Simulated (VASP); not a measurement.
# Re (Pm-3m) in VASP: further runs

The runs below take Re through single point, with LDA.

Everything below comes from runs of VASP 6.6.1. Logs are shortened: lines on timing, memory, paths and dates and some standing lists are left out, and cuts for length are marked.

## Step 1: The cell of the first run

The structure is cubic, space group Pm-3m (No. 221). The conventional cell has a = 2.536 Å, b = 2.536 Å, c = 2.536 Å, α = 90.00°, β = 90.00°, γ = 90.00°. Re (site symmetry m-3m) has 6 Re at 2.54 Å within 3.3 Å.

## Step 2: Single point, LDA

Input file INCAR:

```
SYSTEM = Re
PREC = Accurate
ENCUT = 520
EDIFF = 1E-6
ISMEAR = 1
SIGMA = 0.1
LREAL = .FALSE.
LASPH = .TRUE.
NELM = 80
ALGO = Normal
ISIF = 2
LWAVE = .FALSE.
LCHARG = .TRUE.
LELF = .TRUE.
LVHAR = .TRUE.
NBANDS = 10
```

Input file KPOINTS:

```
regular mesh
0
G
  10 10 10
  0 0 0
```

Input file POSCAR:

```
Re
1.0
    2.5355119118      0.0000000000      0.0000000000
    0.0000000000      2.5355119118      0.0000000000
    0.0000000000      0.0000000000      2.5355119118
Re
1
Direct
    0.0000000000      0.0000000000      0.0000000000
```

Potentials or basis: VASP PAW LDA potentials, release 64 (Re).

Command:

```sh
$ cat potpaw_LDA.64/Re/POTCAR > POTCAR
$ mpirun -np 1 vasp_std > vasp.out
```

OUTCAR:

```text
SYSTEM = Re
   PREC = Accurate
   ENCUT = 520
   EDIFF = 1E-6
   ISMEAR = 1
   LREAL = .FALSE.
   LASPH = .TRUE.
   NELM = 80
   ISIF = 2

 ion  position               nearest neighbor table
   1  0.000  0.000  0.000-

  LATTYP: Found a simple cubic cell.
 ALAT       =     2.5355119118

  Lattice vectors:

 A1 = (   2.5355119118,   0.0000000000,   0.0000000000)
 A2 = (   0.0000000000,   2.5355119118,   0.0000000000)
 A3 = (   0.0000000000,   0.0000000000,   2.5355119118)

Analysis of symmetry for initial positions (statically):
=====================================================================
 Subroutine PRICEL returns:
 Original cell was already a primitive cell.

 Routine SETGRP: Setting up the symmetry group for a
 simple cubic supercell.

 Subroutine GETGRP returns: Found 48 space group operations
 (whereof 48 operations were pure point group operations)
 out of a pool of 48 trial point group operations.

The static configuration has the point symmetry O_h .

Analysis of symmetry for dynamics (positions and initial velocities):
=====================================================================
 Subroutine PRICEL returns:
 Original cell was already a primitive cell.

 Routine SETGRP: Setting up the symmetry group for a
 simple cubic supercell.

 Subroutine GETGRP returns: Found 48 space group operations
 (whereof 48 operations were pure point group operations)
 out of a pool of 48 trial point group operations.

The dynamic configuration has the point symmetry O_h .

 Subroutine INISYM returns: Found 48 space group operations
 (whereof 48 operations are pure point group operations),
 and found     1 'primitive' translations

----------------------------------------------------------------------------------------

                                     Primitive cell

  volume of cell :      16.3004

  direct lattice vectors                    reciprocal lattice vectors
     2.535511912  0.000000000  0.000000000     0.394397674  0.000000000  0.000000000
     0.000000000  2.535511912  0.000000000     0.000000000  0.394397674  0.000000000
     0.000000000  0.000000000  2.535511912     0.000000000  0.000000000  0.394397674

  length of vectors
     2.535511912  2.535511912  2.535511912     0.394397674  0.394397674  0.394397674

  position of ions in fractional coordinates (direct lattice)
     0.000000000  0.000000000  0.000000000

  ion indices of the primitive-cell ions
   primitive index   ion index
                 1           1

----------------------------------------------------------------------------------------

 KPOINTS: regular mesh

Automatic generation of k-mesh.
 Grid dimensions read from file:
 generate k-points for:   10   10   10

 Generating k-lattice:

  Cartesian coordinates                     Fractional coordinates (reciprocal lattice)
     0.039439767  0.000000000  0.000000000     0.100000000  0.000000000  0.000000000
     0.000000000  0.039439767  0.000000000     0.000000000  0.100000000  0.000000000
     0.000000000  0.000000000  0.039439767     0.000000000  0.000000000  0.100000000

  Length of vectors
     0.039439767  0.039439767  0.039439767

  Shift w.r.t. Gamma in fractional coordinates (k-lattice)
     0.000000000  0.000000000  0.000000000

 Subroutine IBZKPT returns following result:
 ===========================================

 Found     56 irreducible k-points:

 Following reciprocal coordinates:
            Coordinates               Weight
  0.000000  0.000000  0.000000      1.000000
  0.100000  0.000000  0.000000      6.000000
  0.200000  0.000000  0.000000      6.000000
  0.300000  0.000000  0.000000      6.000000
  0.400000  0.000000  0.000000      6.000000
  0.500000  0.000000  0.000000      3.000000
[... 16 lines left out ...]
  0.200000  0.100000  0.100000     24.000000
  0.300000  0.100000  0.100000     24.000000
 [... further k-points ...]
   k-points           NKPTS =     56   k-points in BZ     NKDIM =     56   number of bands    NBANDS=     10
   number of dos      NEDOS =    301   number of ions     NIONS =      1
   total plane-waves  NPLWV =   8000
   dimension x,y,z NGX =    20 NGY =   20 NGZ =   20
   dimension x,y,z NGXF=    40 NGYF=   40 NGZF=   40
   ions per type =               1
   NGX,Y,Z   is equivalent  to a cutoff of  13.11, 13.11, 13.11 a.u.
   NGXF,Y,Z  is equivalent  to a cutoff of  26.23, 26.23, 26.23 a.u.
 SYSTEM =  Re
   PREC   = accura    normal or accurate (medium, high low for compatibility)
   ISTART =      0    job   : 0-new  1-cont  2-samecut
   ICHARG =      2    charge: 1-file 2-atom 10-const
   ISPIN  =      1    spin polarized calculation?
   LNONCOLLINEAR =      F non collinear calculations
   LSORBIT =      F    spin-orbit coupling
   LASPH  =      T    aspherical Exc in radial PAW
   ENCUT  =  520.0 eV  38.22 Ry    6.18 a.u.   4.71  4.71  4.71*2*pi/ulx,y,z
   NELM   =     80;   NELMIN=  2; NELMDL= -5     # of ELM steps
   EDIFF  = 0.1E-05   stopping-criterion for ELM
   LREAL  =      F    real-space projection
   EDIFFG = 0.1E-04   stopping-criterion for IOM
   NSW    =      0    number of steps for IOM
   IBRION =     -1    ionic relax: 0-MD 1-quasi-New 2-CG
   NFREE  =      0    steps in history (QN), initial steepest desc. (CG)
   ISIF   =      2    stress and relaxation
   ISYM   =      2    0-nonsym 1-usesym 2-fastsym
   POTIM  = 0.5000    time-step for ionic-motion
   TEBEG  =    0.0;   TEEND  =   0.0 temperature during run
   PSTRESS=    0.0 pullay stress
   NELECT =       7.0000    total number of electrons
   NUPDOWN=      -1.0000    fix difference up-down
   EMIN   =  10.00;   EMAX   =-10.00  energy-range for DOS
   EFERMI =   0.00;   METHOD = LEGACY
   ISMEAR =     1;   SIGMA  =   0.10  broadening in eV -4-tet -1-fermi 0-gaus
   EFERMI_NEDOS =   21; number of points for ismear=-14 and -15
   IALGO  =     38    algorithm
   IMIX   =      4    mixing-type and parameters
     AMIX     =   0.40;   BMIX     =  1.00
     AMIX_MAG =   1.60;   BMIX_MAG =  1.00
  volume/ion in A,a.u.               =      16.30       110.00
  Fermi-wavevector in a.u.,A,eV,Ry     =   1.235118  2.334035 20.755919  1.525517
  Thomas-Fermi vector in A             =   2.369781
   LORBIT       =      0    0 simple, 1 ext, 2 COOP (PROOUT), +10 PAW based schemes
   GGA     = CA    functional components
   LHFCALC =     F    Hartree Fock is set to
   AEXX    =    0.0000 exact exchange contribution
   IVDW    =     0    specifies the selected vdW correction
   LEPSILON=     F    determine dielectric tensor
   LRPA    =     F    only Hartree local field effects (RPA)
 non-spin polarized calculation
 Methfessel and Paxton  Order N= 1 SIGMA  =   0.10
  energy-cutoff  :      520.00
  volume of cell :       16.30
 maximum number of plane-waves:       461
 NGX is ok and might be reduce to    20
   NGX =  9   NGY =  9   NGZ =  9

 number of electron       6.9999998 magnetization

 Free energy of the ion-electron system (eV)
  ---------------------------------------------------
  ext. energy  EPLUGINS =         0.00000000
  ---------------------------------------------------
  free energy    TOTEN  =       -12.37803067 eV

  energy without entropy =      -12.37893633  energy(sigma->0) =      -12.37833256

 E-fermi :   7.0266     XC(G=0): -13.1456

 val. band max:        6.9702540845   @ k =   0.5000   0.0000   0.0000
 cond. band min:       7.0386987043   @ k =   0.5000   0.1000   0.0000
 fundamental gap:      0.0684446198
 Fermi energy:         7.0266464925

 k-point     1 :       0.0000    0.0000    0.0000
  band No.  band energies     occupation
      1      -2.3118      2.00000
      2       1.4586      2.00000
      3       1.4586      2.00000
      4      10.8651      0.00000
      5      10.8651      0.00000
      6      10.8651      0.00000
      7      22.9034      0.00000
      8      22.9034      0.00000
      9      22.9034      0.00000
     10      29.2170      0.00000

 k-point     2 :       0.1000    0.0000    0.0000
  band No.  band energies     occupation
      1      -1.9724      2.00000
      2       1.5433      2.00000
      3       1.8409      2.00000
      4      10.3521      0.00000
      5      10.3521      0.00000
      6      10.9034      0.00000
      7      21.2149      0.00000
      8      23.6174      0.00000
      9      23.6174      0.00000
     10      29.8295      0.00000

 k-point     3 :       0.2000    0.0000    0.0000
  band No.  band energies     occupation
      1      -1.1244      2.00000
      2       1.7730      2.00000
      3       2.9739      2.00000
      4       9.2112      0.00000
      5       9.2112      0.00000
      6      11.0047      0.00000
      7      18.5429      0.00000
      8      25.3114      0.00000
      9      25.3114      0.00000
     10      26.8311      0.00000

 k-point     4 :       0.3000    0.0000    0.0000
  band No.  band energies     occupation
      1      -0.1066      2.00000
      2       2.0746      2.00000
      3       4.5763      2.00000
      4       8.0565     -0.00000
      5       8.0565     -0.00000
      6      11.1325      0.00000
      7      16.5383      0.00000
      8      24.4639      0.00000
      9      27.2698      0.00000
     10      27.2698      0.00000

 k-point     5 :       0.4000    0.0000    0.0000
  band No.  band energies     occupation
      1       0.7750      2.00000
      2       2.3349      2.00000
      3       5.8264      2.00000
      4       7.2537     -0.00606
      5       7.2537     -0.00606
      6      11.2381      0.00000
      7      15.8733      0.00000
      8      22.9416      0.00000
      9      28.8692      0.00000
     10      28.9697      0.00000

 k-point     6 :       0.5000    0.0000    0.0000
  band No.  band energies     occupation
      1       1.1513      2.00000
      2       2.4388      2.00000
      3       6.1883      2.00000
      4       6.9703      1.80635
      5       6.9703      1.80634
      6      11.2791      0.00000
      7      16.0363      0.00000
      8      22.4142      0.00000
      9      27.4078      0.00000
     10      29.7336      0.00000

 k-point     7 :       0.1000    0.1000    0.0000
  band No.  band energies     occupation
      1      -1.6289      2.00000
      2       1.7800      2.00000
      3       2.0652      2.00000
      4       9.8022      0.00000
      5      10.2943      0.00000
      6      10.5034      0.00000
      7      21.6202      0.00000
      8      22.1651      0.00000
      9      24.3397      0.00000
     10      29.4254      0.00000

 k-point     8 :       0.2000    0.1000    0.0000
  band No.  band energies     occupation
      1      -0.7791      2.00000
      2       2.0710      2.00000
      3       3.1179      2.00000
      4       8.6294     -0.00000
      5       9.2532      0.00000
      6      10.5376      0.00000
      7      19.1720      0.00000
      8      23.3470      0.00000
      9      26.0654      0.00000
     10      27.3091      0.00000

 k-point     9 :       0.3000    0.1000    0.0000
  band No.  band energies     occupation
      1       0.2318      2.00000
      2       2.3896      2.00000
      3       4.5280      2.00000
      4       7.7058     -0.00000
      5       8.1156     -0.00000
      6      10.6780      0.00000
      7      17.0442      0.00000
      8      24.4084      0.00000
      9      25.6517      0.00000
     10      28.0764      0.00000
[... 118 lines left out ...]
 k-point    19 :       0.4000    0.4000    0.0000
  band No.  band energies     occupation
      1       0.9646      2.00000
      2       2.8247      2.00000
      3       7.8778     -0.00000
      4       7.9934     -0.00000
      5       9.5602      0.00000
      6      10.2276      0.00000
      7      15.8528      0.00000
      8      21.3886      0.00000
      9      24.1475      0.00000
     10      30.1021      0.00000

 k-point    20 :       0.5000    0.4000    0.0000
  band No.  band energies     occupation
      1       0.6848      2.00000
      2       2.9638      2.00000
      3       7.6640     -0.00000
      4       8.0134     -0.00000
      5      10.0056      0.00000
      6      11.7710      0.00000
      7      14.8463      0.00000
      8      22.0508      0.00000
      9      23.0892      0.00000
     10      28.6108      0.00000

 k-point    21 :       0.5000    0.5000    0.0000
  band No.  band energies     occupation
      1       0.3723      2.00000
      2       3.1086      2.00000
      3       7.7438     -0.00000
      4       7.7438     -0.00000
      5      12.1056      0.00000
      6      12.1056      0.00000
      7      13.7126      0.00000
      8      21.7810      0.00000
      9      22.6178      0.00000
     10      29.2883      0.00000

 k-point    22 :       0.1000    0.1000    0.1000
  band No.  band energies     occupation
      1      -1.2788      2.00000
      2       2.1488      2.00000
      3       2.1488      2.00000
      4       9.6805      0.00000
      5       9.9473      0.00000
      6       9.9473      0.00000
      7      21.9275      0.00000
      8      22.9031      0.00000
      9      22.9031      0.00000
     10      30.6705      0.00000

 k-point    23 :       0.2000    0.1000    0.1000
  band No.  band energies     occupation
      1      -0.4210      2.00000
      2       2.3776      2.00000
      3       3.2383      2.00000
      4       8.6525     -0.00000
      5       8.7220     -0.00000
      6      10.0206      0.00000
      7      19.8039      0.00000
      8      23.5885      0.00000
      9      24.4736      0.00000
     10      28.4376      0.00000

 k-point    24 :       0.3000    0.1000    0.1000
  band No.  band energies     occupation
      1       0.5939      2.00000
      2       2.6861      2.00000
      3       4.5068      2.00000
      4       7.4814     -0.00000
      5       8.0251     -0.00000
      6      10.1819      0.00000
      7      17.5985      0.00000
      8      24.8963      0.00000
      9      24.9008      0.00000
     10      27.9499      0.00000

 [... further k-points ...]
[... 5 lines left out ...]
  --------------------------------------------------------------------------------------
  -------------------------------------------------------------------------------------
  Total        0.0522966      0.0522966      0.0522966      0.0000000      0.0000000      0.0000000
  in kB        5.1402856      5.1402856      5.1402856      0.0000000      0.0000000      0.0000000
  external PRESSURE =       5.1402856 kB  Pullay stress =       0.0000000 kB

 VOLUME and BASIS-vectors are now :
 -----------------------------------------------------------------------------
  energy-cutoff  :      520.00
  volume of cell :       16.30
      direct lattice vectors                 reciprocal lattice vectors
     2.535511912  0.000000000  0.000000000     0.394397674  0.000000000  0.000000000
     0.000000000  2.535511912  0.000000000     0.000000000  0.394397674  0.000000000
     0.000000000  0.000000000  2.535511912     0.000000000  0.000000000  0.394397674

 POSITION                                       TOTAL-FORCE (eV/Angst)
 -----------------------------------------------------------------------------------
      0.00000      0.00000      0.00000         0.000000      0.000000      0.000000
 -----------------------------------------------------------------------------------
    total drift:                               -0.000000      0.000000      0.000000

  FREE ENERGIE OF THE ION-ELECTRON SYSTEM (eV)
  ---------------------------------------------------
  free  energy   TOTEN  =       -12.3780306741 eV

  energy  without entropy=      -12.3789363301  energy(sigma->0) =      -12.37833256
```

It took 3.5 s on 1 thread of Intel Xeon 6975P-C (Granite Rapids), shared host; peak memory 0.12 GiB.

What came out:

```
Free energy : -12.3780 eV
Pressure    : 0.5 GPa
```

Levels at points of the mesh, in eV from the Fermi level:
| k point | band 1 | band 2 | band 3 | band 4 | band 5 | band 6 |
| --- | --- | --- | --- | --- | --- | --- |
| (0.00, 0.00, 0.00) | -9.34 | -5.57 | -5.57 | 3.84 | 3.84 | 3.84 |
| (0.50, 0.00, 0.00) | -5.88 | -4.59 | -0.84 | -0.06 | -0.06 | 4.25 |
| (0.50, 0.50, 0.00) | -6.65 | -3.92 | 0.72 | 0.72 | 5.08 | 5.08 |
| (0.50, 0.50, 0.50) | -4.99 | -4.99 | -4.99 | 6.98 | 6.98 | 8.03 |

Caveat: spin-orbit coupling is left out, which moves the levels of the heavy elements.

(Continued in part 2 of 2.)
